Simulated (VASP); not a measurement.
Set up this calculation in VASP 6.6.1, as the native input.

```
Task                   : single point
Functional             : PBEsol
Potentials or basis    : VASP PAW PBE potentials, release 64 (Co, Si)
Cutoff                 : 520 eV
k mesh                 : 12 × 12 × 4
Occupations            : gaussian, width 0.1 eV
Spin                   : no spin polarisation
Dipole correction      : no
Further INCAR settings : ALGO = Normal; EDIFF = 1e-06; NBANDS = 36
```

The structure of CoSi2 lies in POSCAR:

```
CoSi2
1.0
    3.7564884075      0.0000000000      0.0000000000
   -1.8782442038      3.2532143899      0.0000000000
    0.0000000000      0.0000000000      9.2014798231
Co Si
3 6
Direct
    0.0000000000      0.0000000000      0.0000000000
    0.3333333333      0.6666666667      0.3333333333
    0.6666666667      0.3333333333      0.6666666667
    0.6666666667      0.3333333333      0.4166666667
    1.0000000000      1.0000000000      0.2500000000
    0.3333333333      0.6666666667      0.0833333333
    0.6666666667      0.3333333333      0.9166666667
    0.3333333333      0.6666666667      0.5833333333
    0.0000000000      0.0000000000      0.7500000000
```

One way to write it, as run:

INCAR

```
ALGO = Normal
EDIFF = 1E-6
ENCUT = 520
GGA = PS
ISIF = 2
ISMEAR = 0
LASPH = T
LCHARG = T
LELF = T
LREAL = F
LVHAR = T
LWAVE = F
NBANDS = 36
NELM = 80
PREC = Accurate
SIGMA = 0.1
```

KPOINTS

```
k-points
0
Gamma
  12 12 4
```

Potentials or basis: VASP PAW PBE potentials, release 64 (Co, Si).

The run is started by

```bash
$ cat potpaw_PBE.64/Co/POTCAR potpaw_PBE.64/Si/POTCAR > POTCAR
$ mpirun -np 1 vasp_std > vasp.out
```

Results of the run:

The pressure is 0.2 GPa.

Caveat: the PAW data sets were made with another functional, which shifts forces and pressure a little.

It took 3.1 min on 1 thread of AMD EPYC 9R45 96-Core Processor (Zen 5) (shared host), peak memory 0.32 GiB.
